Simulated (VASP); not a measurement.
# TePtSe3 (P4/mmm) in VASP: a series of runs

The runs below take TePtSe3 through single point, with PBE.

Program: VASP 6.6.1. These are calculated values, not measurements. Logs are shortened: lines on timing, memory, paths and dates and some standing lists are left out, and cuts for length are marked.

**1. The cell of the first run**

It takes space group P4/mmm (No. 123, tetragonal). Conventional cell: a = 3.813 Å, b = 3.813 Å, c = 9.555 Å, α = 90.00°, β = 90.00°, γ = 90.00°. Te (site symmetry 4/mmm) has 4 Se at 2.70 Å within 3.6 Å. Pt (site symmetry 4/mmm) has 8 Se at 2.93 Å and 4 Pt at 3.81 Å within 3.9 Å. Within 3.9 Å of Se (site symmetry 4/mmm) lie 4 Te at 2.70 Å and 6 Se at 3.64 to 3.81 Å. Within 3.0 Å of Se (site symmetry 4mm) lie 1 Se at 2.28 Å and 4 Pt at 2.93 Å.

The cell was generated, and may not be a known phase.

**2. Single point, PBE**

INCAR

```
SYSTEM = TePtSe3
ALGO = Normal ; EDIFF = 1E-7
ENCUT = 520 ; GGA = PE
ISIF = 2 ; ISMEAR = 0
LASPH = .TRUE. ; LCHARG = .FALSE.
LREAL = .FALSE. ; LWAVE = .FALSE.
NBANDS = 25 ; NELM = 100
PREC = Accurate ; SIGMA = 0.1
```

KPOINTS

```
k-points
0
G
  4 4 2
  0 0 0
```

POSCAR

```
TePtSe3
1.0
    3.8127275626      0.0000000000      0.0000000000
    0.0000000000      3.8127275626      0.0000000000
    0.0000000000      0.0000000000      9.5545943417
Te Pt Se
1 1 3
Direct
    0.0000000000      0.0000000000      0.5000000000
    0.0000000000      0.0000000000      0.0000000000
    0.5000000000      0.5000000000      0.5000000000
    0.5000000000      0.5000000000      0.8807153070
    0.5000000000      0.5000000000      0.1192846930
```

Potentials or basis: VASP PAW PBE potentials, release 64 (Te, Pt, Se).

Command:

```bash
$ cat potpaw_PBE.64/Te/POTCAR potpaw_PBE.64/Pt/POTCAR potpaw_PBE.64/Se/POTCAR > POTCAR
$ mpirun -np 1 vasp_std > vasp.out
```

OUTCAR:

```text
SYSTEM = TePtSe3
   EDIFF = 1E-7
   ENCUT = 520
   GGA = PE
   ISIF = 2
   ISMEAR = 0
   LASPH = .TRUE.
   LREAL = .FALSE.
   NELM = 100
   PREC = Accurate

 ion  position               nearest neighbor table
   1  0.000  0.000  0.500-   3 2.70   3 2.70   3 2.70   3 2.70
   2  0.000  0.000  0.000-   4 2.93   5 2.93   4 2.93   5 2.93   4 2.93   5 2.93   4 2.93   5 2.93

   3  0.500  0.500  0.500-   1 2.70   1 2.70   1 2.70   1 2.70
   4  0.500  0.500  0.881-   5 2.28   2 2.93   2 2.93   2 2.93   2 2.93
   5  0.500  0.500  0.119-   4 2.28   2 2.93   2 2.93   2 2.93   2 2.93

  LATTYP: Found a simple tetragonal cell.
 ALAT       =     3.8127275626
 C/A-ratio  =     2.5059735281

  Lattice vectors:

 A1 = (   3.8127275626,   0.0000000000,   0.0000000000)
 A2 = (   0.0000000000,   3.8127275626,   0.0000000000)
 A3 = (   0.0000000000,   0.0000000000,   9.5545943417)

Analysis of symmetry for initial positions (statically):
=====================================================================
 Subroutine PRICEL returns:
 Original cell was already a primitive cell.

 Routine SETGRP: Setting up the symmetry group for a
 simple tetragonal supercell.

 Subroutine GETGRP returns: Found 16 space group operations
 (whereof 16 operations were pure point group operations)
 out of a pool of 16 trial point group operations.

The static configuration has the point symmetry D_4h.

Analysis of symmetry for dynamics (positions and initial velocities):
=====================================================================
 Subroutine PRICEL returns:
 Original cell was already a primitive cell.

 Routine SETGRP: Setting up the symmetry group for a
 simple tetragonal supercell.

 Subroutine GETGRP returns: Found 16 space group operations
 (whereof 16 operations were pure point group operations)
 out of a pool of 16 trial point group operations.

The dynamic configuration has the point symmetry D_4h.

 Subroutine INISYM returns: Found 16 space group operations
 (whereof 16 operations are pure point group operations),
 and found     1 'primitive' translations

----------------------------------------------------------------------------------------

                                     Primitive cell

  volume of cell :     138.8941

  direct lattice vectors                    reciprocal lattice vectors
     3.812727563  0.000000000  0.000000000     0.262279427  0.000000000  0.000000000
     0.000000000  3.812727563  0.000000000     0.000000000  0.262279427  0.000000000
     0.000000000  0.000000000  9.554594342     0.000000000  0.000000000  0.104661691

  length of vectors
     3.812727563  3.812727563  9.554594342     0.262279427  0.262279427  0.104661691

  position of ions in fractional coordinates (direct lattice)
     0.000000000  0.000000000  0.500000000
     0.000000000  0.000000000  0.000000000
     0.500000000  0.500000000  0.500000000
     0.500000000  0.500000000  0.880715307
     0.500000000  0.500000000  0.119284693

  ion indices of the primitive-cell ions
   primitive index   ion index
                 1           1
                 2           2
                 3           3
                 4           4
                 5           5

----------------------------------------------------------------------------------------

 KPOINTS: k-points

Automatic generation of k-mesh.
 Grid dimensions read from file:
 generate k-points for:    4    4    2

 Generating k-lattice:

  Cartesian coordinates                     Fractional coordinates (reciprocal lattice)
     0.065569857  0.000000000  0.000000000     0.250000000  0.000000000  0.000000000
     0.000000000  0.065569857  0.000000000     0.000000000  0.250000000  0.000000000
     0.000000000  0.000000000  0.052330845     0.000000000  0.000000000  0.500000000

  Length of vectors
     0.065569857  0.065569857  0.052330845

  Shift w.r.t. Gamma in fractional coordinates (k-lattice)
     0.000000000  0.000000000  0.000000000

 Subroutine IBZKPT returns following result:
 ===========================================

 Found     12 irreducible k-points:

 Following reciprocal coordinates:
            Coordinates               Weight
  0.000000  0.000000  0.000000      1.000000
  0.250000  0.000000  0.000000      4.000000
  0.500000  0.000000  0.000000      2.000000
  0.250000  0.250000  0.000000      4.000000
  0.500000  0.250000  0.000000      4.000000
  0.500000  0.500000  0.000000      1.000000
  0.000000  0.000000  0.500000      1.000000
  0.250000  0.000000  0.500000      4.000000
  0.500000  0.000000  0.500000      2.000000
  0.250000  0.250000  0.500000      4.000000
  0.500000  0.250000  0.500000      4.000000
  0.500000  0.500000  0.500000      1.000000
   k-points           NKPTS =     12   k-points in BZ     NKDIM =     12   number of bands    NBANDS=     25
   number of dos      NEDOS =    301   number of ions     NIONS =      5
   total plane-waves  NPLWV =  56448
   dimension x,y,z NGX =    28 NGY =   28 NGZ =   72
   dimension x,y,z NGXF=    56 NGYF=   56 NGZF=  144
   ions per type =               1   1   3
   NGX,Y,Z   is equivalent  to a cutoff of  12.21, 12.21, 12.53 a.u.
   NGXF,Y,Z  is equivalent  to a cutoff of  24.42, 24.42, 25.06 a.u.
 SYSTEM =  TePtSe3
   PREC   = accura    normal or accurate (medium, high low for compatibility)
   ISTART =      0    job   : 0-new  1-cont  2-samecut
   ICHARG =      2    charge: 1-file 2-atom 10-const
   ISPIN  =      1    spin polarized calculation?
   LNONCOLLINEAR =      F non collinear calculations
   LSORBIT =      F    spin-orbit coupling
   LASPH  =      T    aspherical Exc in radial PAW
   ENCUT  =  520.0 eV  38.22 Ry    6.18 a.u.   7.09  7.09 17.77*2*pi/ulx,y,z
   NELM   =    100;   NELMIN=  2; NELMDL= -5     # of ELM steps
   EDIFF  = 0.1E-06   stopping-criterion for ELM
   LREAL  =      F    real-space projection
   EDIFFG = 0.1E-05   stopping-criterion for IOM
   NSW    =      0    number of steps for IOM
   IBRION =     -1    ionic relax: 0-MD 1-quasi-New 2-CG
   NFREE  =      0    steps in history (QN), initial steepest desc. (CG)
   ISIF   =      2    stress and relaxation
   ISYM   =      2    0-nonsym 1-usesym 2-fastsym
   POTIM  = 0.5000    time-step for ionic-motion
   TEBEG  =    0.0;   TEEND  =   0.0 temperature during run
   PSTRESS=    0.0 pullay stress
   NELECT =      34.0000    total number of electrons
   NUPDOWN=      -1.0000    fix difference up-down
   EMIN   =  10.00;   EMAX   =-10.00  energy-range for DOS
   EFERMI =   0.00;   METHOD = LEGACY
   ISMEAR =     0;   SIGMA  =   0.10  broadening in eV -4-tet -1-fermi 0-gaus
   EFERMI_NEDOS =   21; number of points for ismear=-14 and -15
   IALGO  =     38    algorithm
   IMIX   =      4    mixing-type and parameters
     AMIX     =   0.40;   BMIX     =  1.00
     AMIX_MAG =   1.60;   BMIX_MAG =  1.00
  volume/ion in A,a.u.               =      27.78       187.46
  Fermi-wavevector in a.u.,A,eV,Ry     =   1.024094  1.935257 14.269365  1.048769
  Thomas-Fermi vector in A             =   2.157863
   LORBIT       =      0    0 simple, 1 ext, 2 COOP (PROOUT), +10 PAW based schemes
   GGA     = PE    functional components
   LHFCALC =     F    Hartree Fock is set to
   AEXX    =    0.0000 exact exchange contribution
   IVDW    =     0    specifies the selected vdW correction
   LEPSILON=     F    determine dielectric tensor
   LRPA    =     F    only Hartree local field effects (RPA)
 non-spin polarized calculation
 Gauss-broadening in eV      SIGMA  =   0.10
  energy-cutoff  :      520.00
  volume of cell :      138.89
 maximum number of plane-waves:      3762
   NGX = 15   NGY = 15   NGZ = 35

 number of electron      34.0000002 magnetization

 Free energy of the ion-electron system (eV)
  ---------------------------------------------------
  ext. energy  EPLUGINS =         0.00000000
  ---------------------------------------------------
  free energy    TOTEN  =       -17.75954734 eV

  energy without entropy =      -17.74723737  energy(sigma->0) =      -17.75339235

 E-fermi :   4.1019     XC(G=0):  -9.1296

 val. band max:        4.0861614206   @ k =   0.2500   0.0000   0.5000
 cond. band min:       4.2227590189   @ k =   0.2500   0.0000   0.0000
 fundamental gap:      0.1365975983
 Fermi energy:         4.1018576235

 k-point     1 :       0.0000    0.0000    0.0000
  band No.  band energies     occupation
      1     -11.6133      2.00000
      2     -11.4521      2.00000
      3      -7.9577      2.00000
      4      -4.2426      2.00000
      5      -1.1352      2.00000
      6      -0.7599      2.00000
[... 17 lines left out ...]
     24       8.9730      0.00000
     25       8.9865      0.00000

 k-point     2 :       0.2500    0.0000    0.0000
  band No.  band energies     occupation
      1     -11.3355      2.00000
      2     -10.9865      2.00000
      3      -7.8481      2.00000
      4      -6.2348      2.00000
      5      -1.2028      2.00000
      6      -0.8354      2.00000
[... 17 lines left out ...]
     24       9.3696      0.00000
     25      10.4501      0.00000

 k-point     3 :       0.5000    0.0000    0.0000
  band No.  band energies     occupation
      1     -11.0972      2.00000
      2      -9.9779      2.00000
      3      -8.1557      2.00000
      4      -7.7320      2.00000
      5      -2.4046      2.00000
      6      -0.5222      2.00000
[... 216 lines left out ...]
 k-point    11 :       0.5000    0.2500    0.5000
  band No.  band energies     occupation
      1     -11.0296      2.00000
      2      -9.6444      2.00000
      3      -7.6455      2.00000
      4      -7.5436      2.00000
      5      -1.7757      2.00000
      6      -1.6685      2.00000
[... 17 lines left out ...]
     24       9.5165      0.00000
     25       9.9487      0.00000

 k-point    12 :       0.5000    0.5000    0.5000
  band No.  band energies     occupation
      1     -10.9641      2.00000
      2      -9.2086      2.00000
      3      -7.3550      2.00000
      4      -6.8466      2.00000
      5      -3.2833      2.00000
      6      -3.2833      2.00000
[... 17 lines left out ...]
     24      10.3058      0.00000
     25      10.3058      0.00000

------------------------ aborting loop because EDIFF is reached ----------------------------------------

  FORCE on cell =-STRESS in cart. coord.  units (eV):
  Direction    XX          YY          ZZ          XY          YZ          ZX
  --------------------------------------------------------------------------------------
  -------------------------------------------------------------------------------------
  Total       -0.0771437     -0.0771437      0.1991645      0.0000000      0.0000000      0.0000000
  in kB       -0.8898718     -0.8898718      2.2974116      0.0000000      0.0000000      0.0000000
  external PRESSURE =       0.1725560 kB  Pullay stress =       0.0000000 kB

 VOLUME and BASIS-vectors are now :
 -----------------------------------------------------------------------------
  energy-cutoff  :      520.00
  volume of cell :      138.89
      direct lattice vectors                 reciprocal lattice vectors
     3.812727563  0.000000000  0.000000000     0.262279427  0.000000000  0.000000000
     0.000000000  3.812727563  0.000000000     0.000000000  0.262279427  0.000000000
     0.000000000  0.000000000  9.554594342     0.000000000  0.000000000  0.104661691

 POSITION                                       TOTAL-FORCE (eV/Angst)
 -----------------------------------------------------------------------------------
      0.00000      0.00000      4.77730         0.000000      0.000000      0.000000
      0.00000      0.00000      0.00000         0.000000      0.000000      0.000000
      1.90636      1.90636      4.77730         0.000000      0.000000      0.000000
      1.90636      1.90636      8.41488         0.000000      0.000000     -0.001698
      1.90636      1.90636      1.13972         0.000000     -0.000000      0.001698
 -----------------------------------------------------------------------------------
    total drift:                               -0.000000      0.000000     -0.000000

  FREE ENERGIE OF THE ION-ELECTRON SYSTEM (eV)
  ---------------------------------------------------
  free  energy   TOTEN  =       -17.7595473352 eV

  energy  without entropy=      -17.7472373654  energy(sigma->0) =      -17.75339235
```

It took 23 s on 1 thread of Intel Xeon 6975P-C (Granite Rapids), shared host; peak memory 0.24 GiB.

What came out:

| Item | Value |
| --- | --- |
| Free energy | -17.7595 eV |
| Pressure | 0.0 GPa |
| Band gap on the k mesh | zero (bands 17 and 18 overlap by 1.92 eV) |

Caveat: the k points lie up to 0.41 Å⁻¹ apart, too coarse for converged energies and pressures of a metal; spin-orbit coupling is left out, which moves the levels of the heavy elements; this functional lacks dispersion, which binds layers or chains, so the pressure and a relaxed spacing across them are unreliable.

**3. Single point, PBE**

This run uses another cell than the first one, of 30.91 Å³/atom.

INCAR

```
SYSTEM = TePtSe3
PREC = Accurate ; ENCUT = 520
EDIFF = 1E-6 ; ISMEAR = 0
SIGMA = 0.1 ; LREAL = .FALSE.
LASPH = .TRUE. ; NELM = 100
ALGO = Normal ; ISIF = 2
LWAVE = .FALSE. ; LCHARG = .FALSE.
GGA = PE ; NBANDS = 25
```

KPOINTS

```
regular mesh
0
G
  4 4 2
  0 0 0
```

POSCAR

```
TePtSe3
1.0
    4.2772199600      0.0000000000      0.0000000000
    0.0000000000      4.2772199600      0.0000000000
    0.0000000000      0.0000000000      8.4491117700
Te Pt Se
1 1 3
Direct
    0.0000000000      0.0000000000      0.5000000000
    0.0000000000      0.0000000000      0.0000000000
    0.5000000000      0.5000000000      0.5000000000
    0.5000000000      0.5000000000      0.8456847300
    0.5000000000      0.5000000000      0.1543152700
```

Potentials or basis: VASP PAW PBE potentials, release 64 (Te, Pt, Se).

Command:

```bash
$ cat potpaw_PBE.64/Te/POTCAR potpaw_PBE.64/Pt/POTCAR potpaw_PBE.64/Se/POTCAR > POTCAR
$ mpirun -np 1 vasp_std > vasp.out
```

Run time: 22 s. Hardware: 1 thread of Intel Xeon 6975P-C (Granite Rapids), shared host; peak memory 0.27 GiB.

The run converged. Its results:

- Free energy: -15.7129 eV
- Pressure: -8.7 GPa
- Largest force: 1.750 eV/Å
- Band gap on the k mesh: zero (bands 17 and 18 overlap by 0.75 eV)

Forces on the atoms (eV/Å):
```
Te   0.000  0.000  0.000
Pt   0.000  0.000  0.000
Se   0.000  0.000  0.000
Se   0.000  0.000  1.750
Se   0.000  0.000 -1.750
```

Stress tensor (GPa, compression positive):
```
-10.02   0.00   0.00
  0.00 -10.02   0.00
  0.00   0.00  -6.02
```

Levels at points of the mesh, in eV from the Fermi level:
| k point | band 14 | band 15 | band 16 | band 17 | band 18 | band 19 | band 20 | band 21 |
| --- | --- | --- | --- | --- | --- | --- | --- | --- |
| (0.00, 0.00, 0.00) | -1.25 | -1.09 | -0.41 | -0.39 | 0.26 | 0.26 | 2.32 | 2.32 |
| (0.50, 0.00, 0.00) | -1.27 | -1.25 | -0.96 | -0.94 | -0.37 | -0.29 | 0.33 | 2.75 |
| (0.50, 0.50, 0.00) | -0.92 | -0.87 | -0.79 | -0.16 | 0.11 | 0.11 | 3.39 | 3.47 |
| (0.00, 0.00, 0.50) | -1.30 | -1.25 | 0.06 | 0.37 | 0.37 | 0.77 | 0.94 | 2.34 |
| (0.50, 0.00, 0.50) | -1.17 | -0.95 | -0.93 | -0.51 | -0.21 | -0.14 | 0.23 | 1.19 |
| (0.50, 0.50, 0.50) | -0.87 | -0.75 | 0.13 | 0.28 | 0.28 | 0.39 | 1.23 | 3.48 |

Caveat: the k points lie up to 0.37 Å⁻¹ apart, too coarse for converged energies and pressures of a metal; spin-orbit coupling is left out, which moves the levels of the heavy elements; forces of over 1 eV/Å act on the atoms, so gaps and moduli don't describe the material at rest.

The gap in the log of VASP goes by the Fermi energy; the results here count the filled bands.